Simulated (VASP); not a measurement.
# Y2Si2F (P6/mmm) in VASP: notebook

Y2Si2F is run at these levels: PBE; tasks: single point, relaxation of cell and atoms.

Program: VASP 6.6.1. These are calculated values, not measurements. Logs are shortened: lines on timing, memory, paths and dates and some standing lists are left out, and cuts for length are marked.

## 1. The cell of the first run

Symmetry: P6/mmm, No. 191, hexagonal system. Conventional cell: a = 4.155 Å, b = 4.155 Å, c = 7.962 Å, α = 90.00°, β = 90.00°, γ = 120.00°. Within 3.0 Å of Y (site symmetry 6mm) lie 1 F at 2.20 Å and 6 Si at 2.99 Å. Si (site symmetry -6m2) has 3 Si at 2.40 Å and 6 Y at 2.99 Å within 3.2 Å. F (site symmetry 6/mmm) has 2 Y at 2.20 Å within 2.9 Å.

The cell was built from a structure type or drawn by symmetry, and may not be a known phase.

## 2. Single point, PBE

File INCAR:

```
PREC = Accurate
ENCUT = 520
EDIFF = 1E-6
ISMEAR = 0
SIGMA = 0.1
LREAL = F
LASPH = T
NELM = 60
ALGO = Normal
ISIF = 2
LWAVE = F
LCHARG = T
GGA = PE
LELF = T
LVHAR = T
NBANDS = 26
```

File KPOINTS:

```
Automatic mesh
0
Gamma
  12 12 6
```

File POSCAR:

```
Y2Si2F
1.0
    4.1551276842      0.0000000000      0.0000000000
   -2.0775638421      3.5984461305      0.0000000000
    0.0000000000      0.0000000000      7.9618922857
Y Si F
2 2 1
Direct
    0.0000000000      0.0000000000      0.7234193746
    0.0000000000      0.0000000000      0.2765806254
    0.3333333333      0.6666666667      0.5000000000
    0.6666666667      0.3333333333      0.5000000000
    0.0000000000      0.0000000000      0.0000000000
```

Potentials or basis: VASP PAW PBE potentials, release 64 (Y_sv, Si, F).

Command:

```bash
cat potpaw_PBE.64/Y_sv/POTCAR potpaw_PBE.64/Si/POTCAR potpaw_PBE.64/F/POTCAR > POTCAR
mpirun -np 1 vasp_std > vasp.out
```

OUTCAR:

```text
PREC = Accurate
   ENCUT = 520
   EDIFF = 1E-6
   ISMEAR = 0
   LREAL = F
   LASPH = T
   NELM = 60
   ISIF = 2
   GGA = PE

 ion  position               nearest neighbor table
   1  0.000  0.000  0.723-   5 2.20   4 2.99   3 2.99   4 2.99   3 2.99   4 2.99   3 2.99   2 3.56

   2  0.000  0.000  0.277-   5 2.20   4 2.99   3 2.99   4 2.99   3 2.99   4 2.99   3 2.99   1 3.56

   3  0.333  0.667  0.500-   4 2.40   4 2.40   4 2.40   1 2.99   2 2.99   2 2.99   1 2.99   2 2.99
                             1 2.99
   4  0.667  0.333  0.500-   3 2.40   3 2.40   3 2.40   1 2.99   2 2.99   1 2.99   2 2.99   1 2.99
                             2 2.99
   5  0.000  0.000  0.000-   1 2.20   2 2.20

  LATTYP: Found a hexagonal cell.
 ALAT       =     4.1551276842
 C/A-ratio  =     1.9161606792

  Lattice vectors:

 A1 = (   4.1551276842,   0.0000000000,   0.0000000000)
 A2 = (  -2.0775638421,   3.5984461305,   0.0000000000)
 A3 = (   0.0000000000,   0.0000000000,   7.9618922857)

Analysis of symmetry for initial positions (statically):
=====================================================================
 Subroutine PRICEL returns:
 Original cell was already a primitive cell.

 Routine SETGRP: Setting up the symmetry group for a
 hexagonal supercell.

 Subroutine GETGRP returns: Found 24 space group operations
 (whereof 24 operations were pure point group operations)
 out of a pool of 24 trial point group operations.

The static configuration has the point symmetry D_6h.

Analysis of symmetry for dynamics (positions and initial velocities):
=====================================================================
 Subroutine PRICEL returns:
 Original cell was already a primitive cell.

 Routine SETGRP: Setting up the symmetry group for a
 hexagonal supercell.

 Subroutine GETGRP returns: Found 24 space group operations
 (whereof 24 operations were pure point group operations)
 out of a pool of 24 trial point group operations.

The dynamic configuration has the point symmetry D_6h.

 Subroutine INISYM returns: Found 24 space group operations
 (whereof 24 operations are pure point group operations),
 and found     1 'primitive' translations

----------------------------------------------------------------------------------------

                                     Primitive cell

  volume of cell :     119.0462

  direct lattice vectors                    reciprocal lattice vectors
     4.155127684  0.000000000  0.000000000     0.240666491  0.138948863  0.000000000
    -2.077563842  3.598446131  0.000000000     0.000000000  0.277897727  0.000000000
     0.000000000  0.000000000  7.961892286     0.000000000  0.000000000  0.125598283

  length of vectors
     4.155127684  4.155127684  7.961892286     0.277897727  0.277897727  0.125598283

  position of ions in fractional coordinates (direct lattice)
     0.000000000  0.000000000  0.723419375
     0.000000000  0.000000000  0.276580625
     0.333333333  0.666666667  0.500000000
     0.666666667  0.333333333  0.500000000
     0.000000000  0.000000000  0.000000000

  ion indices of the primitive-cell ions
   primitive index   ion index
                 1           1
                 2           2
                 3           3
                 4           4
                 5           5

----------------------------------------------------------------------------------------

 KPOINTS: Automatic mesh

Automatic generation of k-mesh.
 Grid dimensions read from file:
 generate k-points for:   12   12    6

 Generating k-lattice:

  Cartesian coordinates                     Fractional coordinates (reciprocal lattice)
     0.020055541  0.011579072  0.000000000     0.083333333  0.000000000  0.000000000
     0.000000000  0.023158144  0.000000000     0.000000000  0.083333333  0.000000000
     0.000000000  0.000000000  0.020933047     0.000000000  0.000000000  0.166666667

  Length of vectors
     0.023158144  0.023158144  0.020933047

  Shift w.r.t. Gamma in fractional coordinates (k-lattice)
     0.000000000  0.000000000  0.000000000

 Subroutine IBZKPT returns following result:
 ===========================================

 Found     76 irreducible k-points:

 Following reciprocal coordinates:
            Coordinates               Weight
  0.000000  0.000000  0.000000      1.000000
  0.083333  0.000000  0.000000      6.000000
  0.166667  0.000000  0.000000      6.000000
  0.250000  0.000000  0.000000      6.000000
  0.333333  0.000000  0.000000      6.000000
  0.416667  0.000000  0.000000      6.000000
[... 16 lines left out ...]
  0.250000  0.000000  0.166667     12.000000
  0.333333  0.000000  0.166667     12.000000
 [... further k-points ...]
   k-points           NKPTS =     76   k-points in BZ     NKDIM =     76   number of bands    NBANDS=     26
   number of dos      NEDOS =    301   number of ions     NIONS =      5
   total plane-waves  NPLWV =  61440
   dimension x,y,z NGX =    32 NGY =   32 NGZ =   60
   dimension x,y,z NGXF=    64 NGYF=   64 NGZF=  120
   ions per type =               2   2   1
   NGX,Y,Z   is equivalent  to a cutoff of  12.80, 12.80, 12.53 a.u.
   NGXF,Y,Z  is equivalent  to a cutoff of  25.61, 25.61, 25.06 a.u.
 SYSTEM =  unknown system
   PREC   = accura    normal or accurate (medium, high low for compatibility)
   ISTART =      0    job   : 0-new  1-cont  2-samecut
   ICHARG =      2    charge: 1-file 2-atom 10-const
   ISPIN  =      1    spin polarized calculation?
   LNONCOLLINEAR =      F non collinear calculations
   LSORBIT =      F    spin-orbit coupling
   LASPH  =      T    aspherical Exc in radial PAW
   ENCUT  =  520.0 eV  38.22 Ry    6.18 a.u.   7.73  7.73 14.80*2*pi/ulx,y,z
   NELM   =     60;   NELMIN=  2; NELMDL= -5     # of ELM steps
   EDIFF  = 0.1E-05   stopping-criterion for ELM
   LREAL  =      F    real-space projection
   EDIFFG = 0.1E-04   stopping-criterion for IOM
   NSW    =      0    number of steps for IOM
   IBRION =     -1    ionic relax: 0-MD 1-quasi-New 2-CG
   NFREE  =      0    steps in history (QN), initial steepest desc. (CG)
   ISIF   =      2    stress and relaxation
   ISYM   =      2    0-nonsym 1-usesym 2-fastsym
   POTIM  = 0.5000    time-step for ionic-motion
   TEBEG  =    0.0;   TEEND  =   0.0 temperature during run
   PSTRESS=    0.0 pullay stress
   NELECT =      37.0000    total number of electrons
   NUPDOWN=      -1.0000    fix difference up-down
   EMIN   =  10.00;   EMAX   =-10.00  energy-range for DOS
   EFERMI =   0.00;   METHOD = LEGACY
   ISMEAR =     0;   SIGMA  =   0.10  broadening in eV -4-tet -1-fermi 0-gaus
   EFERMI_NEDOS =   21; number of points for ismear=-14 and -15
   IALGO  =     38    algorithm
   IMIX   =      4    mixing-type and parameters
     AMIX     =   0.40;   BMIX     =  1.00
     AMIX_MAG =   1.60;   BMIX_MAG =  1.00
  volume/ion in A,a.u.               =      23.81       160.67
  Fermi-wavevector in a.u.,A,eV,Ry     =   1.108928  2.095571 16.731387  1.229722
  Thomas-Fermi vector in A             =   2.245462
   LORBIT       =      0    0 simple, 1 ext, 2 COOP (PROOUT), +10 PAW based schemes
   GGA     = PE    functional components
   LHFCALC =     F    Hartree Fock is set to
   AEXX    =    0.0000 exact exchange contribution
   IVDW    =     0    specifies the selected vdW correction
   LEPSILON=     F    determine dielectric tensor
   LRPA    =     F    only Hartree local field effects (RPA)
 non-spin polarized calculation
 Gauss-broadening in eV      SIGMA  =   0.10
  energy-cutoff  :      520.00
  volume of cell :      119.05
 maximum number of plane-waves:      3239
 NGX is ok and might be reduce to    32
   NGX = 15   NGY = 15   NGZ = 29

 number of electron      36.9999979 magnetization

 Free energy of the ion-electron system (eV)
  ---------------------------------------------------
  ext. energy  EPLUGINS =         0.00000000
  ---------------------------------------------------
  free energy    TOTEN  =       -32.31775458 eV

  energy without entropy =      -32.30437415  energy(sigma->0) =      -32.31106437

 E-fermi :   4.0961     XC(G=0):  -8.9177

 val. band max:        4.0823621171   @ k =   0.2500   0.2500   0.0000
 cond. band min:       4.1209576302   @ k =   0.1667   0.0000   0.1667
 fundamental gap:      0.0385955131
 Fermi energy:         4.0960795788

 k-point     1 :       0.0000    0.0000    0.0000
  band No.  band energies     occupation
      1     -38.8305      2.00000
      2     -38.8133      2.00000
      3     -21.6356      2.00000
      4     -18.8737      2.00000
      5     -18.8058      2.00000
      6     -18.8058      2.00000
[... 18 lines left out ...]
     25       7.0577      0.00000
     26       7.0751      0.00000

 k-point     2 :       0.0833    0.0000    0.0000
  band No.  band energies     occupation
      1     -38.8300      2.00000
      2     -38.8128      2.00000
      3     -21.6347      2.00000
      4     -18.8728      2.00000
      5     -18.8148      2.00000
      6     -18.8078      2.00000
[... 18 lines left out ...]
     25       7.0246      0.00000
     26       7.2856      0.00000

 k-point     3 :       0.1667    0.0000    0.0000
  band No.  band energies     occupation
      1     -38.8288      2.00000
      2     -38.8117      2.00000
      3     -21.6321      2.00000
      4     -18.8703      2.00000
      5     -18.8390      2.00000
      6     -18.8132      2.00000
[... 18 lines left out ...]
     25       6.9471      0.00000
     26       7.2688      0.00000

 k-point     4 :       0.2500    0.0000    0.0000
  band No.  band energies     occupation
      1     -38.8271      2.00000
      2     -38.8101      2.00000
      3     -21.6286      2.00000
      4     -18.8716      2.00000
      5     -18.8671      2.00000
      6     -18.8343      2.00000
[... 18 lines left out ...]
     25       6.8719      0.00000
     26       7.7758      0.00000
[... 496 lines left out ...]
      1     -38.8280      2.00000
      2     -38.8125      2.00000
      3     -21.6267      2.00000
      4     -18.9299      2.00000
      5     -18.8374      2.00000
      6     -18.8124      2.00000
[... 18 lines left out ...]
     25       7.0280      0.00000
     26       7.3426      0.00000

 k-point    23 :       0.2500    0.0000    0.1667
  band No.  band energies     occupation
      1     -38.8263      2.00000
      2     -38.8109      2.00000
      3     -21.6233      2.00000
      4     -18.9254      2.00000
      5     -18.8691      2.00000
      6     -18.8357      2.00000
[... 18 lines left out ...]
     25       6.9439      0.00000
     26       7.8353      0.00000

 k-point    24 :       0.3333    0.0000    0.1667
  band No.  band energies     occupation
      1     -38.8246      2.00000
      2     -38.8093      2.00000
      3     -21.6200      2.00000
      4     -18.9217      2.00000
      5     -18.8996      2.00000
      6     -18.8633      2.00000
[... 18 lines left out ...]
     25       7.4381      0.00000
     26       8.3185      0.00000

 [... further k-points ...]
[... 5 lines left out ...]
  --------------------------------------------------------------------------------------
  -------------------------------------------------------------------------------------
  Total       -0.0676061     -0.0676061     -0.0181026      0.0000000      0.0000000      0.0000000
  in kB       -0.9098732     -0.9098732     -0.2436335      0.0000000      0.0000000      0.0000000
  external PRESSURE =      -0.6877933 kB  Pullay stress =       0.0000000 kB

 VOLUME and BASIS-vectors are now :
 -----------------------------------------------------------------------------
  energy-cutoff  :      520.00
  volume of cell :      119.05
      direct lattice vectors                 reciprocal lattice vectors
     4.155127684  0.000000000  0.000000000     0.240666491  0.138948863  0.000000000
    -2.077563842  3.598446131  0.000000000     0.000000000  0.277897727  0.000000000
     0.000000000  0.000000000  7.961892286     0.000000000  0.000000000  0.125598283

 POSITION                                       TOTAL-FORCE (eV/Angst)
 -----------------------------------------------------------------------------------
      0.00000      0.00000      5.75979        -0.000000      0.000000     -0.013042
      0.00000      0.00000      2.20211         0.000000      0.000000      0.013042
     -0.00000      2.39896      3.98095        -0.000000      0.000000      0.000000
      2.07756      1.19948      3.98095         0.000000     -0.000000      0.000000
      0.00000      0.00000      0.00000         0.000000      0.000000      0.000000
 -----------------------------------------------------------------------------------
    total drift:                                0.000000     -0.000000     -0.000000

  FREE ENERGIE OF THE ION-ELECTRON SYSTEM (eV)
  ---------------------------------------------------
  free  energy   TOTEN  =       -32.3177545817 eV

  energy  without entropy=      -32.3043741514  energy(sigma->0) =      -32.31106437
```

It took 3.3 min on 1 thread of Intel Xeon Platinum 8488C (Sapphire Rapids), shared host; peak memory 0.4 GiB.

Results:

```
Free energy            : -32.3178 eV
Pressure               : -0.1 GPa
Largest force          : 0.013 eV/Å
Band gap on the k mesh : zero (an odd number of electrons rules out a gap without spin polarisation)
```

Forces in eV/Å, atoms in the order of the input:
```
Y    0.000  0.000 -0.013
Y    0.000  0.000  0.013
Si   0.000  0.000  0.000
Si   0.000  0.000  0.000
F    0.000  0.000  0.000
```

Caveat: an odd number of electrons without spin polarisation forces a metal; a magnetic or distorted state may lie lower.

## 3. Single point, PBE, collinear spin

This run uses another cell than the first one, of 23.61 Å³/atom.

File INCAR:

```
  ALGO = Normal
  EDIFF = 1E-6
  ENCUT = 520
  GGA = PE
  ISIF = 2
  ISMEAR = 0
  ISPIN = 2
  LASPH = T
  LCHARG = T
  LELF = T
  LMAXMIX = 4
  LORBIT = 11
  LREAL = F
  LVHAR = T
  LWAVE = F
  MAGMOM = 0 0 0 0 1
  NBANDS = 30
  NELM = 150
  PREC = Accurate
  SIGMA = 0.1
```

File KPOINTS:

```
k-points
0
Gamma
  6 6 2
```

File POSCAR:

```
Y2Si2F
1.0
    4.1336080735      0.0000000000      0.0000000000
   -2.0668040368      3.5798096010      0.0000000000
    0.0000000000      0.0000000000      7.9792129261
Y Si F
2 2 1
Direct
    0.0000000000      0.0000000000      0.7239730591
    0.0000000000      0.0000000000      0.2760269409
    0.3333333333      0.6666666667      0.5000000000
    0.6666666667      0.3333333333      0.5000000000
    0.0000000000      0.0000000000      0.0000000000
```

Potentials or basis: VASP PAW PBE potentials, release 64 (Y_sv, Si, F).

Command:

```bash
cat potpaw_PBE.64/Y_sv/POTCAR potpaw_PBE.64/Si/POTCAR potpaw_PBE.64/F/POTCAR > POTCAR
mpirun -np 1 vasp_std > vasp.out
```

It took 2.3 min on 1 thread of Intel Xeon Platinum 8488C (Sapphire Rapids), shared host; peak memory 0.33 GiB.

Results (log left out):

```yaml
Free_energy: -32.3062 eV
Pressure: 0.0 GPa
Largest_force: 0.007 eV/Å
Net_moment: 0.00 μB per cell
Valence_electrons_inside_the_program's_atomic_spheres: Y 9.58; Si 1.67; F 6.10
```

Forces on the atoms (eV/Å):
```
Y    0.000  0.000 -0.007
Y    0.000  0.000  0.007
Si   0.000  0.000  0.000
Si   0.000  0.000  0.000
F    0.000  0.000  0.000
```

Levels at points of the mesh, in eV from the Fermi level:
Spin up:
```csv
k point,band 16,band 17,band 18,band 19,band 20,band 21
"(0.00, 0.00, 0.00)",-3.16,-1.65,-0.94,-0.64,-0.64,0.93
"(0.50, 0.00, 0.00)",-2.49,-2.42,-1.79,1.08,1.42,1.66
"(0.00, 0.00, 0.50)",-3.16,-1.14,-0.94,-0.74,-0.74,0.85
"(0.50, 0.00, 0.50)",-2.50,-2.48,-1.60,1.23,1.53,1.94
```
Spin down:
| k point | band 14 | band 15 | band 16 | band 17 | band 18 | band 19 | band 20 | band 21 | band 22 | band 23 |
| --- | --- | --- | --- | --- | --- | --- | --- | --- | --- | --- |
| (0.00, 0.00, 0.00) | -4.82 | -3.16 | -3.16 | -1.65 | -0.94 | -0.64 | -0.64 | 0.93 | 0.93 | 1.51 |
| (0.50, 0.00, 0.00) | -6.55 | -4.15 | -2.49 | -2.42 | -1.79 | 1.08 | 1.42 | 1.66 | 2.22 | 2.74 |
| (0.00, 0.00, 0.50) | -4.92 | -3.16 | -3.16 | -1.14 | -0.94 | -0.74 | -0.74 | 0.85 | 0.88 | 0.88 |
| (0.50, 0.00, 0.50) | -6.53 | -4.19 | -2.50 | -2.48 | -1.60 | 1.23 | 1.53 | 1.94 | 2.50 | 2.76 |

Caveat: the k points lie up to 0.39 Å⁻¹ apart.

[end of part 1 of 2]
